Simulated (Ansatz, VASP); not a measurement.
# One calculation of Cu, two programs

```
CELL_PARAMETERS angstrom
-1.29851 1.29851 1.37608
1.29851 -1.29851 1.37608
1.29851 1.29851 -1.37608
ATOMIC_POSITIONS crystal
Cu 0.00000 0.00000 0.00000
```

Change from the starting cell: strain -0.1000 x Voigt [1, 1, 0, 0, 0, 0], atoms carried along.

Alike in both runs: task single point; functional PBEsol; k mesh 24 × 24 × 24; occupations gaussian, width 0.15 eV; no spin polarisation.

```csv
,VASP,Ansatz
version,VASP 6.6.1,Ansatz 0.2.0
potentials or method,"VASP PAW PBE potentials, release 64 (Cu), cutoff 520 eV","scalar-relativistic, plane waves, PAW"
valence electrons in the cell,11,19
```

|  | VASP | Ansatz | Ansatz less VASP |
| --- | --- | --- | --- |
| gap on the k mesh at the Fermi level (eV) | none | none | - |
| pressure (GPa) | 56.1 | 55.3 | -0.76 |
| traceless stress, the component that is largest in VASP (GPa) | 0.69 | 0.69 | +0.004 |

VASP's potentials were made for PBE, not for PBEsol. A gap of «none» marks a metal or a gap that the smearing closes. Both programs put the cell under a high pressure, so it lies far from rest at this level. VASP's potentials hold 11 valence electrons a cell and Ansatz's 19, so a difference there can come from the potentials and not from the codes.
